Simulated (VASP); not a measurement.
# AgI (F-43m) in VASP: further runs, part 3 of 3

VASP 6.6.1. Earlier steps stand in the parts before.

### Step 4. Single point, PBE0

File POSCAR:

```
AgI
1.0
    0.0000000000      3.2365000000      3.2365000000
    3.2365000000      0.0000000000      3.2365000000
    3.2365000000      3.2365000000      0.0000000000
Ag I
1 1
Direct
    0.0000000000      0.0000000000      0.0000000000
    0.7500000000      0.7500000000      0.7500000000
```

File INCAR.step1:

```
ALGO = Normal
EDIFF = 1E-5
ENCUT = 400
GGA = PE
GGA_COMPAT = False
ISIF = 2
ISMEAR = 0
LASPH = True
LCHARG = False
LREAL = False
LWAVE = True
NBANDS = 16
NELM = 120
PREC = Accurate
SIGMA = 0.01
```

File INCAR.step2:

```
AEXX = 0.25
ALGO = Normal
EDIFF = 1E-6
ENCUT = 400
GGA = PE
GGA_COMPAT = False
ISIF = 2
ISMEAR = 0
ISTART = 1
LASPH = True
LCHARG = False
LHFCALC = True
LREAL = False
LWAVE = False
NBANDS = 16
NELM = 120
PREC = Accurate
PRECFOCK = Normal
SIGMA = 0.01
```

File KPOINTS:

```
k-points
0
Gamma
  3 3 3
```

Potentials or basis: VASP PAW PBE potentials, release 64 (Ag, I).

The run is started by

```console
$ cat potpaw_PBE.64/Ag/POTCAR potpaw_PBE.64/I/POTCAR > POTCAR
$ cp INCAR.step1 INCAR
$ mpirun -np 1 vasp_std > vasp.out
$ cp INCAR.step2 INCAR
$ mpirun -np 1 vasp_std > vasp.out
```

OUTCAR:

```text
AEXX = 0.25
   EDIFF = 1E-6
   ENCUT = 400
   GGA = PE
   ISIF = 2
   ISMEAR = 0
   ISTART = 1
   LASPH = True
   LHFCALC = True
   LREAL = False
   NELM = 120
   PREC = Accurate
   PRECFOCK = Normal

 ion  position               nearest neighbor table
   1  0.000  0.000  0.000-   2 2.80   2 2.80   2 2.80   2 2.80
   2  0.750  0.750  0.750-   1 2.80   1 2.80   1 2.80   1 2.80

  LATTYP: Found a face centered cubic cell.
 ALAT       =     6.4730000000

  Lattice vectors:

 A1 = (   0.0000000000,   3.2365000000,   3.2365000000)
 A2 = (   3.2365000000,   0.0000000000,   3.2365000000)
 A3 = (   3.2365000000,   3.2365000000,   0.0000000000)

Analysis of symmetry for initial positions (statically):
=====================================================================
 Subroutine PRICEL returns:
 Original cell was already a primitive cell.

 Routine SETGRP: Setting up the symmetry group for a
 face centered cubic supercell.

 Subroutine GETGRP returns: Found 24 space group operations
 (whereof 24 operations were pure point group operations)
 out of a pool of 48 trial point group operations.

The static configuration has the point symmetry T_d .

Analysis of symmetry for dynamics (positions and initial velocities):
=====================================================================
 Subroutine PRICEL returns:
 Original cell was already a primitive cell.

 Routine SETGRP: Setting up the symmetry group for a
 face centered cubic supercell.

 Subroutine GETGRP returns: Found 24 space group operations
 (whereof 24 operations were pure point group operations)
 out of a pool of 48 trial point group operations.

The dynamic configuration has the point symmetry T_d .

 Subroutine INISYM returns: Found 24 space group operations
 (whereof 24 operations are pure point group operations),
 and found     1 'primitive' translations

----------------------------------------------------------------------------------------

                                     Primitive cell

  volume of cell :      67.8042

  direct lattice vectors                    reciprocal lattice vectors
     0.000000000  3.236500000  3.236500000    -0.154487873  0.154487873  0.154487873
     3.236500000  0.000000000  3.236500000     0.154487873 -0.154487873  0.154487873
     3.236500000  3.236500000  0.000000000     0.154487873  0.154487873 -0.154487873

  length of vectors
     4.577102195  4.577102195  4.577102195     0.267580845  0.267580845  0.267580845

  position of ions in fractional coordinates (direct lattice)
     0.000000000  0.000000000  0.000000000
     0.750000000  0.750000000  0.750000000

  ion indices of the primitive-cell ions
   primitive index   ion index
                 1           1
                 2           2

----------------------------------------------------------------------------------------

 KPOINTS: k-points

Automatic generation of k-mesh.
 Grid dimensions read from file:
 generate k-points for:    3    3    3

 Generating k-lattice:

  Cartesian coordinates                     Fractional coordinates (reciprocal lattice)
    -0.051495958  0.051495958  0.051495958     0.333333333  0.000000000  0.000000000
     0.051495958 -0.051495958  0.051495958     0.000000000  0.333333333  0.000000000
     0.051495958  0.051495958 -0.051495958     0.000000000  0.000000000  0.333333333

  Length of vectors
     0.089193615  0.089193615  0.089193615

  Shift w.r.t. Gamma in fractional coordinates (k-lattice)
     0.000000000  0.000000000  0.000000000

 Subroutine IBZKPT returns following result:
 ===========================================

 Found      4 irreducible k-points:

 Following reciprocal coordinates:
            Coordinates               Weight
  0.000000  0.000000  0.000000      1.000000
  0.333333  0.000000  0.000000      8.000000
  0.333333  0.333333  0.000000      6.000000
 -0.333333  0.333333  0.000000     12.000000
   k-points           NKPTS =      4   k-points in BZ     NKDIM =     27   number of bands    NBANDS=     16
   number of dos      NEDOS =    301   number of ions     NIONS =      2
   total plane-waves  NPLWV =  27000
   dimension x,y,z NGX =    30 NGY =   30 NGZ =   30
   dimension x,y,z NGXF=    60 NGYF=   60 NGZF=   60
   ions per type =               1   1
   NGX,Y,Z   is equivalent  to a cutoff of  10.90, 10.90, 10.90 a.u.
   NGXF,Y,Z  is equivalent  to a cutoff of  21.79, 21.79, 21.79 a.u.
 SYSTEM =  unknown system
   PREC   = accura    normal or accurate (medium, high low for compatibility)
   ISTART =      1    job   : 0-new  1-cont  2-samecut
   ICHARG =      0    charge: 1-file 2-atom 10-const
   ISPIN  =      1    spin polarized calculation?
   LNONCOLLINEAR =      F non collinear calculations
   LSORBIT =      F    spin-orbit coupling
   LASPH  =      T    aspherical Exc in radial PAW
   ENCUT  =  400.0 eV  29.40 Ry    5.42 a.u.   7.46  7.46  7.46*2*pi/ulx,y,z
   NELM   =    120;   NELMIN=  2; NELMDL=  0     # of ELM steps
   EDIFF  = 0.1E-05   stopping-criterion for ELM
   LREAL  =      F    real-space projection
   EDIFFG = 0.1E-04   stopping-criterion for IOM
   NSW    =      0    number of steps for IOM
   IBRION =     -1    ionic relax: 0-MD 1-quasi-New 2-CG
   NFREE  =      0    steps in history (QN), initial steepest desc. (CG)
   ISIF   =      2    stress and relaxation
   ISYM   =      3    0-nonsym 1-usesym 2-fastsym
   POTIM  = 0.5000    time-step for ionic-motion
   TEBEG  =    0.0;   TEEND  =   0.0 temperature during run
   PSTRESS=    0.0 pullay stress
   NELECT =      18.0000    total number of electrons
   NUPDOWN=      -1.0000    fix difference up-down
   EMIN   =  10.00;   EMAX   =-10.00  energy-range for DOS
   EFERMI =   0.00;   METHOD = LEGACY
   ISMEAR =     0;   SIGMA  =   0.01  broadening in eV -4-tet -1-fermi 0-gaus
   EFERMI_NEDOS =   21; number of points for ismear=-14 and -15
   IALGO  =     38    algorithm
   IMIX   =      1    mixing-type and parameters
     AMIX     =   0.40;   BMIX     =  1.00
     AMIX_MAG =   1.60;   BMIX_MAG =  1.00
  volume/ion in A,a.u.               =      33.90       228.78
  Fermi-wavevector in a.u.,A,eV,Ry     =   1.052156  1.988286 15.062083  1.107032
  Thomas-Fermi vector in A             =   2.187227
   LORBIT       =      0    0 simple, 1 ext, 2 COOP (PROOUT), +10 PAW based schemes
   GGA     = PE    functional components
   LHFCALC =     T    Hartree Fock is set to
   PRECFOCK=normal    Normal, Fast or Accurate (Low or Medium for compatibility)
   ENCUT4O =  -1.0   cutoff for four orbital integrals eV
   NKREDX  =     1    reduce k-point grid by
   NKREDY  =     1    reduce k-point grid by
   NKREDZ  =     1    reduce k-point grid by
   AEXX    =    0.2500 exact exchange contribution
   HFSCREEN=    0.0000 screening length (either q_TF or 0.3 A-1)
   HFSCREENC=   0.0000 screening length for correlation (either q_TF or 0.3 A-1)
   ENCUTFOCK=  -1.0 apply spherical cutoff to Coloumb kernel
   IVDW    =     0    specifies the selected vdW correction
   LEPSILON=     F    determine dielectric tensor
   LRPA    =     F    only Hartree local field effects (RPA)
 non-spin polarized calculation
 Gauss-broadening in eV      SIGMA  =   0.01
  energy-cutoff  :      400.00
  volume of cell :       67.80
 maximum number of plane-waves:      1243
 NGX is ok and might be reduce to    30
  NGX = 24; NGY = 24; NGZ = 24

 number of electron      17.9999999 magnetization

 Free energy of the ion-electron system (eV)
  ---------------------------------------------------
  ext. energy  EPLUGINS =         0.00000000
  ---------------------------------------------------
  free energy    TOTEN  =        -6.23671802 eV

  energy without entropy =       -6.23671802  energy(sigma->0) =       -6.23671802

 E-fermi :   2.2021     XC(G=0):  -6.6674

 val. band max:        2.1217451212   @ k =   0.0000   0.0000   0.0000
 cond. band min:       5.3623582953   @ k =   0.0000   0.0000   0.0000
 fundamental gap:      3.2406131741
 Fermi energy:         2.2021283500

 k-point     1 :       0.0000    0.0000    0.0000
  band No.  band energies     occupation
      1     -11.6432      2.00000
      2      -2.7893      2.00000
      3      -2.7893      2.00000
      4      -2.7893      2.00000
      5      -1.6929      2.00000
      6      -1.6929      2.00000
[... 8 lines left out ...]
     15      14.2195      0.00000
     16      14.2195      0.00000

 k-point     2 :       0.3333    0.0000    0.0000
  band No.  band energies     occupation
      1     -11.3942      2.00000
      2      -2.6412      2.00000
      3      -2.6412      2.00000
      4      -2.5887      2.00000
      5      -1.6870      2.00000
      6      -1.6870      2.00000
[... 8 lines left out ...]
     15      13.7718      0.00000
     16      13.7718      0.00000

 k-point     3 :       0.3333    0.3333    0.0000
  band No.  band energies     occupation
      1     -11.3119      2.00000
      2      -2.8528      2.00000
      3      -2.4198      2.00000
      4      -2.4198      2.00000
      5      -1.7344      2.00000
      6      -1.6303      2.00000
[... 8 lines left out ...]
     15      14.7343      0.00000
     16      17.4895      0.00000

 k-point     4 :      -0.3333    0.3333    0.0000
  band No.  band energies     occupation
      1     -11.2231      2.00000
      2      -2.6325      2.00000
      3      -2.4183      2.00000
      4      -1.9353      2.00000
      5      -1.7547      2.00000
      6      -1.6887      2.00000
[... 8 lines left out ...]
     15      13.9917      0.00000
     16      17.0958      0.00000

------------------------ aborting loop because EDIFF is reached ----------------------------------------

  FORCE on cell =-STRESS in cart. coord.  units (eV):
  Direction    XX          YY          ZZ          XY          YZ          ZX
  --------------------------------------------------------------------------------------
  -------------------------------------------------------------------------------------
  Total        0.9201497      0.9201497      0.9201497      0.0000000      0.0000000      0.0000000
  in kB       21.7426385     21.7426385     21.7426385      0.0000000      0.0000000      0.0000000
  external PRESSURE =      21.7426385 kB  Pullay stress =       0.0000000 kB

 VOLUME and BASIS-vectors are now :
 -----------------------------------------------------------------------------
  energy-cutoff  :      400.00
  volume of cell :       67.80
      direct lattice vectors                 reciprocal lattice vectors
     0.000000000  3.236500000  3.236500000    -0.154487873  0.154487873  0.154487873
     3.236500000  0.000000000  3.236500000     0.154487873 -0.154487873  0.154487873
     3.236500000  3.236500000  0.000000000     0.154487873  0.154487873 -0.154487873

 POSITION                                       TOTAL-FORCE (eV/Angst)
 -----------------------------------------------------------------------------------
      0.00000      0.00000      0.00000        -0.000000      0.000000     -0.000000
      4.85475      4.85475      4.85475         0.000000     -0.000000      0.000000
 -----------------------------------------------------------------------------------
    total drift:                                0.000164      0.000042      0.000033

  FREE ENERGIE OF THE ION-ELECTRON SYSTEM (eV)
  ---------------------------------------------------
  free  energy   TOTEN  =        -6.2367180168 eV

  energy  without entropy=       -6.2367180168  energy(sigma->0) =       -6.23671802
```

Run time: 84 s. Hardware: 1 thread of Intel Xeon Platinum 8259CL at 2.50GHz (Skylake/Cascade Lake), shared host; peak memory 0.17 GiB.

What came out:

- Free energy: -6.2367 eV
- Pressure: 2.2 GPa
- Band gap on the k mesh: 3.24 eV

Levels at points of the mesh, in eV from the valence-band top:
| k point | band 6 | band 7 | band 8 | band 9 | band 10 | band 11 | band 12 | band 13 |
| --- | --- | --- | --- | --- | --- | --- | --- | --- |
| (0.00, 0.00, 0.00) | -3.81 | 0.00 | 0.00 | 0.00 | 3.24 | 7.67 | 7.67 | 7.67 |

Caveat: the k points lie up to 0.56 Å⁻¹ apart; the PAW data sets were made with another functional, which shifts forces and pressure a little; spin-orbit coupling is left out, which moves the levels of the heavy elements.

### Step 5. Overview

| level | cutoff (eV) | grid for exact exchange (PRECFOCK) | share of exact exchange | gap on the mesh (eV) | pressure (GPa) |
| --- | --- | --- | --- | --- | --- |
| PBE | 500 | - | - | 1.33 | 2.8 |
| r2SCAN | 550 | - | - | 1.78 | 2.1 |
| PBE0 | 400 | Normal | 0.25 | 3.24 | 2.2 |

Alike in all rows: task single point; potentials or basis VASP PAW PBE potentials, release 64 (Ag, I); no spin polarisation; cell as given; k mesh 3 × 3 × 3; smearing gaussian 0.01 eV.

Caveats: all runs use coarse meshes; spin-orbit coupling is left out, which moves the levels of the heavy elements; the PAW data sets were made with another functional, which shifts forces and pressure a little (at least some runs).

Absolute energies hang on the potentials; compare differences alone.
